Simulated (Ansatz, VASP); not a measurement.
## Hf2S in VASP and in Ansatz

```
CELL_PARAMETERS angstrom
3.34653 0.00000 0.00000
-1.67327 2.89818 0.00000
0.00000 0.00000 35.96338
ATOMIC_POSITIONS crystal
Hf 0.33333 0.66667 0.20991
Hf 0.33333 0.66667 0.30454
Hf 0.66667 0.33333 0.37072
Hf 0.66667 0.33333 0.46710
Hf 0.33333 0.66667 0.53290
Hf 0.33333 0.66667 0.62928
Hf 0.66667 0.33333 0.69546
Hf 0.66667 0.33333 0.79009
S 0.00000 0.00000 0.25679
S 0.00000 0.00000 0.41891
S 0.00000 0.00000 0.58109
S 0.00000 0.00000 0.74321
```

Alike in both runs: functional PBEsol; k mesh 12 × 12 × 1; occupations gaussian, width 0.1 eV; no spin polarisation.

Ansatz relaxed the structure, and its values are those at the end. VASP's run is a single point on that final structure, the one shown.

|  | VASP | Ansatz |
| --- | --- | --- |
| version | VASP 6.6.1 | Ansatz 0.2.0 |
| potentials or method | VASP PAW PBE potentials, release 64 (Hf_pv, S), cutoff 520 eV | scalar-relativistic, plane waves, PAW |
| valence electrons in the cell | 104 | 232 |

Ansatz gave:

```
gap on the k mesh at the Fermi level (eV) : none
rms of the force components (eV/Å)        : 0.002
```

**Question.** What did VASP give for the same quantities?

**Answer.** gap on the k mesh at the Fermi level (eV): none; rms of the force components (eV/Å): 0.013.

VASP's potentials were made for PBE, not for PBEsol. A gap of «none» marks a metal or a gap that the smearing closes. The functional is the same, so the differences come from potentials, cutoffs and numerics. VASP's potentials hold 104 valence electrons a cell and Ansatz's 232, so a difference there can come from the potentials and not from the codes. Ansatz's warnings: xc potential rough in thin density.

Neither program's run includes spin-orbit coupling.
